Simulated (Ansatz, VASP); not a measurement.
# SrTiO3 in VASP and in Ansatz

INCAR

```
SYSTEM = SrTiO3
ALGO = Normal
EDIFF = 1E-6
ENCUT = 520
GGA = PS
ISIF = 2
ISMEAR = 0
LASPH = .True.
LCHARG = .False.
LREAL = .False.
LWAVE = .False.
NBANDS = 28
NELM = 60
PREC = Accurate
SIGMA = 0.02
```

File KPOINTS:

```
k-points
0
Gamma
  8 8 8
  0 0 0
```

POSCAR

```
SrTiO3
1.0
    3.9674362799      0.0000000000      0.0000000000
    0.0000000000      3.9674362799      0.0000000000
    0.0000000000      0.0000000000      3.9674362799
Sr Ti O
1 1 3
Direct
    0.5000000000      0.5000000000      0.5000000000
    0.0000000000      0.0000000000      0.0000000000
    0.5000000000      0.0000000000      0.0000000000
    0.0000000000      0.5000000000      0.0000000000
    0.0000000000      0.0000000000      0.5000000000
```

Input for Ansatz:

```yaml
crystal:
  lattice:
    - [3.9674362799, 0.0, 0.0]
    - [0.0, 3.9674362799, 0.0]
    - [0.0, 0.0, 3.9674362799]
  atoms:
    - { symbol: Sr, position: [0.5, 0.5, 0.5] }
    - { symbol: Ti, position: [0.0, 0.0, 0.0] }
    - { symbol: O, position: [0.5, 0.0, 0.0] }
    - { symbol: O, position: [0.0, 0.5, 0.0] }
    - { symbol: O, position: [0.0, 0.0, 0.5] }
basis:
  ecutwfc: 420
kpoints:
  mp_grid: { grid: [8, 8, 8] }
hamiltonian:
  xc: pbesol
scf:
  occupations: { method: gaussian, width: 0.02 }
output:
  forces: true
  stress: true
  eigenvalues: true
```

Alike in both runs: task single point; functional PBEsol; k mesh 8 × 8 × 8; occupations gaussian, width 0.02 eV; no spin polarisation.

|  | VASP | Ansatz |
| --- | --- | --- |
| version | VASP 6.6.1 | Ansatz 0.2.0 |
| potentials or method | VASP PAW PBE potentials, release 64 (Sr_sv, Ti_sv, O), cutoff 520 eV | scalar-relativistic, plane waves, PAW |
| valence electrons in the cell | 40 | 40 |

|  | VASP | Ansatz | Ansatz less VASP |
| --- | --- | --- | --- |
| gap on the k mesh at the Fermi level (eV) | 1.72 | 1.75 | +0.029 |
| least direct gap on the mesh (eV) | 2.10 | 2.12 | +0.020 |
| pressure (GPa) | -8.9 | -9.5 | -0.63 |

VASP's potentials were made for PBE, not for PBEsol. With one functional, cell and mesh, what is left measures potentials, basis and numerics.
